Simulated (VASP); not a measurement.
# GaN (pbe) (F-43m) in VASP: a series of runs

Runs on GaN (pbe). Level: PBE. Tasks: single point.

Program: VASP 6.6.1. These are calculated values, not measurements. Logs are shortened: lines on timing, memory, paths and dates and some standing lists are left out, and cuts for length are marked.

## 1. The cell of the first run

The structure is cubic, space group F-43m (No. 216). The conventional cell has a = 4.548 Å, b = 4.548 Å, c = 4.548 Å, α = 90.00°, β = 90.00°, γ = 90.00°. Within 2.6 Å of Ga (site symmetry -43m) lie 4 N at 1.97 Å. N (site symmetry -43m) has 4 Ga at 1.97 Å within 2.6 Å.

## 2. Single point, PBE

INCAR

```
SYSTEM = GaN
PREC = Accurate ; ENCUT = 600
EDIFF = 1E-6 ; ISMEAR = 0
SIGMA = 0.02 ; LREAL = .False.
LASPH = .True. ; NELM = 120
ALGO = Normal ; ISIF = 2
LWAVE = .False. ; LCHARG = .False.
GGA = PE ; NBANDS = 16
GGA_COMPAT = .False.
```

KPOINTS

```
regular mesh
0
Gamma
  10 10 10
  0 0 0
```

POSCAR

```
GaN
1.0
    0.0000000000      2.2742347260      2.2742347260
    2.2742347260      0.0000000000      2.2742347260
    2.2742347260      2.2742347260      0.0000000000
Ga N
1 1
Direct
    0.0000000000      0.0000000000      0.0000000000
    0.2500000000      0.2500000000      0.2500000000
```

Potentials or basis: VASP PAW PBE potentials, release 64 (Ga_d, N).

Command:

```bash
> cat potpaw_PBE.64/Ga_d/POTCAR potpaw_PBE.64/N/POTCAR > POTCAR
> mpirun -np 1 vasp_std > vasp.out
```

OUTCAR:

```text
SYSTEM = GaN
   PREC = Accurate
   ENCUT = 600
   EDIFF = 1E-6
   ISMEAR = 0
   LREAL = .False.
   LASPH = .True.
   NELM = 120
   ISIF = 2
   GGA = PE

 ion  position               nearest neighbor table
   1  0.000  0.000  0.000-   2 1.97   2 1.97   2 1.97   2 1.97
   2  0.250  0.250  0.250-   1 1.97   1 1.97   1 1.97   1 1.97

  LATTYP: Found a face centered cubic cell.
 ALAT       =     4.5484694520

  Lattice vectors:

 A1 = (   0.0000000000,   2.2742347260,   2.2742347260)
 A2 = (   2.2742347260,   0.0000000000,   2.2742347260)
 A3 = (   2.2742347260,   2.2742347260,   0.0000000000)

Analysis of symmetry for initial positions (statically):
=====================================================================
 Subroutine PRICEL returns:
 Original cell was already a primitive cell.

 Routine SETGRP: Setting up the symmetry group for a
 face centered cubic supercell.

 Subroutine GETGRP returns: Found 24 space group operations
 (whereof 24 operations were pure point group operations)
 out of a pool of 48 trial point group operations.

The static configuration has the point symmetry T_d .

Analysis of symmetry for dynamics (positions and initial velocities):
=====================================================================
 Subroutine PRICEL returns:
 Original cell was already a primitive cell.

 Routine SETGRP: Setting up the symmetry group for a
 face centered cubic supercell.

 Subroutine GETGRP returns: Found 24 space group operations
 (whereof 24 operations were pure point group operations)
 out of a pool of 48 trial point group operations.

The dynamic configuration has the point symmetry T_d .

 Subroutine INISYM returns: Found 24 space group operations
 (whereof 24 operations are pure point group operations),
 and found     1 'primitive' translations

----------------------------------------------------------------------------------------

                                     Primitive cell

  volume of cell :      23.5253

  direct lattice vectors                    reciprocal lattice vectors
     0.000000000  2.274234726  2.274234726    -0.219854175  0.219854175  0.219854175
     2.274234726  0.000000000  2.274234726     0.219854175 -0.219854175  0.219854175
     2.274234726  2.274234726  0.000000000     0.219854175  0.219854175 -0.219854175

  length of vectors
     3.216253594  3.216253594  3.216253594     0.380798602  0.380798602  0.380798602

  position of ions in fractional coordinates (direct lattice)
     0.000000000  0.000000000  0.000000000
     0.250000000  0.250000000  0.250000000

  ion indices of the primitive-cell ions
   primitive index   ion index
                 1           1
                 2           2

----------------------------------------------------------------------------------------

 KPOINTS: regular mesh

Automatic generation of k-mesh.
 Grid dimensions read from file:
 generate k-points for:   10   10   10

 Generating k-lattice:

  Cartesian coordinates                     Fractional coordinates (reciprocal lattice)
    -0.021985418  0.021985418  0.021985418     0.100000000  0.000000000  0.000000000
     0.021985418 -0.021985418  0.021985418     0.000000000  0.100000000  0.000000000
     0.021985418  0.021985418 -0.021985418     0.000000000  0.000000000  0.100000000

  Length of vectors
     0.038079860  0.038079860  0.038079860

  Shift w.r.t. Gamma in fractional coordinates (k-lattice)
     0.000000000  0.000000000  0.000000000

 Subroutine IBZKPT returns following result:
 ===========================================

 Found     47 irreducible k-points:

 Following reciprocal coordinates:
            Coordinates               Weight
  0.000000  0.000000  0.000000      1.000000
  0.100000  0.000000  0.000000      8.000000
  0.200000  0.000000  0.000000      8.000000
  0.300000  0.000000  0.000000      8.000000
  0.400000  0.000000  0.000000      8.000000
  0.500000  0.000000  0.000000      4.000000
[... 16 lines left out ...]
  0.300000  0.300000  0.000000      6.000000
  0.400000  0.300000  0.000000     24.000000
 [... further k-points ...]
   k-points           NKPTS =     47   k-points in BZ     NKDIM =     47   number of bands    NBANDS=     16
   number of dos      NEDOS =    301   number of ions     NIONS =      2
   total plane-waves  NPLWV =  21952
   dimension x,y,z NGX =    28 NGY =   28 NGZ =   28
   dimension x,y,z NGXF=    56 NGYF=   56 NGZF=   56
   ions per type =               1   1
   NGX,Y,Z   is equivalent  to a cutoff of  14.47, 14.47, 14.47 a.u.
   NGXF,Y,Z  is equivalent  to a cutoff of  28.95, 28.95, 28.95 a.u.
 SYSTEM =  GaN
   PREC   = accura    normal or accurate (medium, high low for compatibility)
   ISTART =      0    job   : 0-new  1-cont  2-samecut
   ICHARG =      2    charge: 1-file 2-atom 10-const
   ISPIN  =      1    spin polarized calculation?
   LNONCOLLINEAR =      F non collinear calculations
   LSORBIT =      F    spin-orbit coupling
   LASPH  =      T    aspherical Exc in radial PAW
   ENCUT  =  600.0 eV  44.10 Ry    6.64 a.u.   6.42  6.42  6.42*2*pi/ulx,y,z
   NELM   =    120;   NELMIN=  2; NELMDL= -5     # of ELM steps
   EDIFF  = 0.1E-05   stopping-criterion for ELM
   LREAL  =      F    real-space projection
   EDIFFG = 0.1E-04   stopping-criterion for IOM
   NSW    =      0    number of steps for IOM
   IBRION =     -1    ionic relax: 0-MD 1-quasi-New 2-CG
   NFREE  =      0    steps in history (QN), initial steepest desc. (CG)
   ISIF   =      2    stress and relaxation
   ISYM   =      2    0-nonsym 1-usesym 2-fastsym
   POTIM  = 0.5000    time-step for ionic-motion
   TEBEG  =    0.0;   TEEND  =   0.0 temperature during run
   PSTRESS=    0.0 pullay stress
   NELECT =      18.0000    total number of electrons
   NUPDOWN=      -1.0000    fix difference up-down
   EMIN   =  10.00;   EMAX   =-10.00  energy-range for DOS
   EFERMI =   0.00;   METHOD = LEGACY
   ISMEAR =     0;   SIGMA  =   0.02  broadening in eV -4-tet -1-fermi 0-gaus
   EFERMI_NEDOS =   21; number of points for ismear=-14 and -15
   IALGO  =     38    algorithm
   IMIX   =      4    mixing-type and parameters
     AMIX     =   0.40;   BMIX     =  1.00
     AMIX_MAG =   1.60;   BMIX_MAG =  1.00
  volume/ion in A,a.u.               =      11.76        79.38
  Fermi-wavevector in a.u.,A,eV,Ry     =   1.497340  2.829562 30.504624  2.242027
  Thomas-Fermi vector in A             =   2.609240
   LORBIT       =      0    0 simple, 1 ext, 2 COOP (PROOUT), +10 PAW based schemes
   GGA     = PE    functional components
   LHFCALC =     F    Hartree Fock is set to
   AEXX    =    0.0000 exact exchange contribution
   IVDW    =     0    specifies the selected vdW correction
   LEPSILON=     F    determine dielectric tensor
   LRPA    =     F    only Hartree local field effects (RPA)
 non-spin polarized calculation
 Gauss-broadening in eV      SIGMA  =   0.02
  energy-cutoff  :      600.00
  volume of cell :       23.53
 maximum number of plane-waves:       801
 NGX is ok and might be reduce to    28
   NGX = 13   NGY = 13   NGZ = 13

 number of electron      18.0000002 magnetization

 Free energy of the ion-electron system (eV)
  ---------------------------------------------------
  ext. energy  EPLUGINS =         0.00000000
  ---------------------------------------------------
  free energy    TOTEN  =       -12.15504176 eV

  energy without entropy =      -12.15504176  energy(sigma->0) =      -12.15504176

 E-fermi :   5.0766     XC(G=0): -11.5209

 val. band max:        4.9869338874   @ k =   0.0000   0.0000   0.0000
 cond. band min:       6.5340202607   @ k =   0.0000   0.0000   0.0000
 fundamental gap:      1.5470863733
 Fermi energy:         5.0765618015

 k-point     1 :       0.0000    0.0000    0.0000
  band No.  band energies     occupation
      1     -10.7166      2.00000
      2      -8.4360      2.00000
      3      -8.4360      2.00000
      4      -8.4360      2.00000
      5      -8.1432      2.00000
      6      -8.1432      2.00000
[... 8 lines left out ...]
     15      23.6342      0.00000
     16      23.6342      0.00000

 k-point     2 :       0.1000    0.0000    0.0000
  band No.  band energies     occupation
      1     -10.6131      2.00000
      2      -8.4235      2.00000
      3      -8.4235      2.00000
      4      -8.3950      2.00000
      5      -8.1444      2.00000
      6      -8.1444      2.00000
[... 8 lines left out ...]
     15      22.3532      0.00000
     16      22.3532      0.00000

 k-point     3 :       0.2000    0.0000    0.0000
  band No.  band energies     occupation
      1     -10.3564      2.00000
      2      -8.3944      2.00000
      3      -8.3944      2.00000
      4      -8.2259      2.00000
      5      -8.1431      2.00000
      6      -8.1431      2.00000
[... 8 lines left out ...]
     15      21.5946      0.00000
     16      21.5946      0.00000

 k-point     4 :       0.3000    0.0000    0.0000
  band No.  band energies     occupation
      1     -10.0930      2.00000
      2      -8.3686      2.00000
      3      -8.3686      2.00000
      4      -8.1305      2.00000
      5      -8.1305      2.00000
      6      -7.8256      2.00000
[... 8 lines left out ...]
     15      22.0421      0.00000
     16      22.0421      0.00000
[... 324 lines left out ...]
 k-point    22 :      -0.2000    0.2000    0.0000
  band No.  band energies     occupation
      1     -10.0127      2.00000
      2      -8.3532      2.00000
      3      -8.3403      2.00000
      4      -8.1632      2.00000
      5      -8.1501      2.00000
      6      -7.6566      2.00000
[... 8 lines left out ...]
     15      22.0812      0.00000
     16      25.2070      0.00000

 k-point    23 :       0.3000    0.3000    0.0000
  band No.  band energies     occupation
      1      -9.9371      2.00000
      2      -8.2935      2.00000
      3      -8.2613      2.00000
      4      -8.2613      2.00000
      5      -8.0967      2.00000
      6      -7.6337      2.00000
[... 8 lines left out ...]
     15      26.7564      0.00000
     16      26.9880      0.00000

 k-point    24 :       0.4000    0.3000    0.0000
  band No.  band energies     occupation
      1      -9.8391      2.00000
      2      -8.3122      2.00000
      3      -8.2296      2.00000
      4      -8.2295      2.00000
      5      -8.0873      2.00000
      6      -7.1862      2.00000
[... 8 lines left out ...]
     15      26.8471      0.00000
     16      27.1163      0.00000

 [... further k-points ...]

------------------------ aborting loop because EDIFF is reached ----------------------------------------

  FORCE on cell =-STRESS in cart. coord.  units (eV):
  Direction    XX          YY          ZZ          XY          YZ          ZX
  --------------------------------------------------------------------------------------
  -------------------------------------------------------------------------------------
  Total       -0.0060569     -0.0060569     -0.0060569     -0.0000000      0.0000000      0.0000000
  in kB       -0.4124979     -0.4124979     -0.4124979     -0.0000000      0.0000000      0.0000000
  external PRESSURE =      -0.4124979 kB  Pullay stress =       0.0000000 kB

 VOLUME and BASIS-vectors are now :
 -----------------------------------------------------------------------------
  energy-cutoff  :      600.00
  volume of cell :       23.53
      direct lattice vectors                 reciprocal lattice vectors
     0.000000000  2.274234726  2.274234726    -0.219854175  0.219854175  0.219854175
     2.274234726  0.000000000  2.274234726     0.219854175 -0.219854175  0.219854175
     2.274234726  2.274234726  0.000000000     0.219854175  0.219854175 -0.219854175

 POSITION                                       TOTAL-FORCE (eV/Angst)
 -----------------------------------------------------------------------------------
      0.00000      0.00000      0.00000        -0.000000     -0.000000     -0.000000
      1.13712      1.13712      1.13712         0.000000      0.000000      0.000000
 -----------------------------------------------------------------------------------
    total drift:                                0.000000      0.000000      0.000000

  FREE ENERGIE OF THE ION-ELECTRON SYSTEM (eV)
  ---------------------------------------------------
  free  energy   TOTEN  =       -12.1550417648 eV

  energy  without entropy=      -12.1550417648  energy(sigma->0) =      -12.15504176
```

It took 13 s on 1 thread of Intel Xeon Platinum 8559C (Emerald Rapids), shared host; peak memory 0.16 GiB.

What came out:

```
Free energy            : -12.1550 eV
Pressure               : 0.0 GPa
Band gap on the k mesh : 1.55 eV, direct
```

Levels at points of the mesh, in eV from the valence-band top:
```csv
k point,band 7,band 8,band 9,band 10,band 11,band 12
"(0.00, 0.00, 0.00)",0.00,0.00,0.00,1.55,10.13,10.13
"(0.50, 0.00, 0.00)",-6.86,-0.93,-0.93,4.45,8.59,10.22
"(0.50, 0.50, 0.00)",-6.01,-2.61,-2.61,3.34,6.50,11.52
```

## 3. Single point, PBE

INCAR

```
PREC = Accurate
ENCUT = 600
EDIFF = 1E-6
ISMEAR = 0
SIGMA = 0.02
LREAL = F
LASPH = T
NELM = 120
ALGO = Normal
ISIF = 2
LWAVE = F
LCHARG = F
GGA = PE
NBANDS = 16
GGA_COMPAT = F
```

KPOINTS

```
regular mesh
0
Gamma
  10 10 10
```

POSCAR is that of step 2.

Potentials or basis: VASP PAW PBE potentials, release 64 (Ga_d, N).

Command:

```bash
> cat potpaw_PBE.64/Ga_d/POTCAR potpaw_PBE.64/N/POTCAR > POTCAR
> mpirun -np 1 vasp_std > vasp.out
```

Wall time 12 s (1 thread of Intel Xeon Platinum 8559C (Emerald Rapids), shared host); peak memory 0.16 GiB.

It converged, with:

| Quantity | Value |
| --- | --- |
| Free energy | -12.1550 eV |
| Pressure | 0.0 GPa |
| Band gap on the k mesh | 1.55 eV, direct |

Levels at points of the mesh, in eV from the valence-band top:
```
           k point  band 6  band 7  band 8  band 9  band 10  band 11  band 12  band 13
(0.00, 0.00, 0.00)  -13.13    0.00    0.00    0.00     1.55    10.13    10.13    10.13
(0.50, 0.00, 0.00)  -11.88   -6.86   -0.93   -0.93     4.45     8.59    10.22    10.22
(0.50, 0.50, 0.00)  -11.45   -6.01   -2.61   -2.61     3.34     6.50    11.52    13.67
```

PBE gaps usually lie below the measured ones, often by a third to a half.
